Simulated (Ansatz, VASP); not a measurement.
# V in VASP and in Ansatz

File INCAR:

```
PREC     = Accurate       # precision mode
ENCUT    = 520            # plane-wave cutoff, eV
EDIFF    = 1E-7           # SCF threshold, eV
ISMEAR   = -1             # smearing method
SIGMA    = 0.05           # smearing width, eV
LREAL    = False          # projectors in reciprocal space
LASPH    = True           # aspherical terms in the spheres
NELM     = 100            # most SCF steps
ALGO     = Normal         # electronic algorithm
ISIF     = 2              # what is computed and relaxed
LWAVE    = False          # write WAVECAR
LCHARG   = True           # write CHGCAR
LELF     = True           # ELF
LVHAR    = True         
NBANDS   = 20             # bands
```

Contents of KPOINTS:

```
Automatic mesh
0
Gamma
  13 13 13
```

File POSCAR:

```
V
1.0
    0.0000000000      2.4774322592      2.4774322592
    2.4774322592      0.0000000000      2.4774322592
    2.4774322592      2.4774322592      0.0000000000
V
2
Direct
   -0.1250000000     -0.1250000000     -0.1250000000
    0.1250000000      0.1250000000      0.1250000000
```

Input for Ansatz:

```yaml
crystal:
  lattice:
    - [0.0, 2.4774322592, 2.4774322592]
    - [2.4774322592, 0.0, 2.4774322592]
    - [2.4774322592, 2.4774322592, 0.0]
  atoms:
    - { symbol: V, position: [-0.125, -0.125, -0.125] }
    - { symbol: V, position: [0.125, 0.125, 0.125] }
kpoints:
  mp_grid: { grid: [13, 13, 13] }
scf:
  occupations: { method: fermi_dirac, width: 0.05 }
hamiltonian:
  xc: lda
  pseudopotentials: { kind: all_electron, lapw: { basis_error: 0.001 } }
output:
  forces: true
  stress: true
  eigenvalues: true
  populations: true
```

Change from the starting cell: volume scaled by 0.92, LAPW.

Alike in both runs: task single point; functional LDA; k mesh 13 × 13 × 13; occupations fermi-dirac, width 0.05 eV; no spin polarisation.

|  | VASP | Ansatz |
| --- | --- | --- |
| version | VASP 6.6.1 | Ansatz 0.2.0 |
| potentials or method | VASP PAW LDA potentials, release 64 (V_sv), cutoff 520 eV | all-electron LAPW, scalar-relativistic |

|  | VASP | Ansatz | Ansatz less VASP |
| --- | --- | --- | --- |
| pressure (GPa) | 9.6 | 8.0 | -1.59 |

LDA's correlation is that of Perdew and Zunger in VASP and of Perdew and Wang (1992) in Ansatz. Ansatz ran all-electron here, and VASP with PAW potentials.
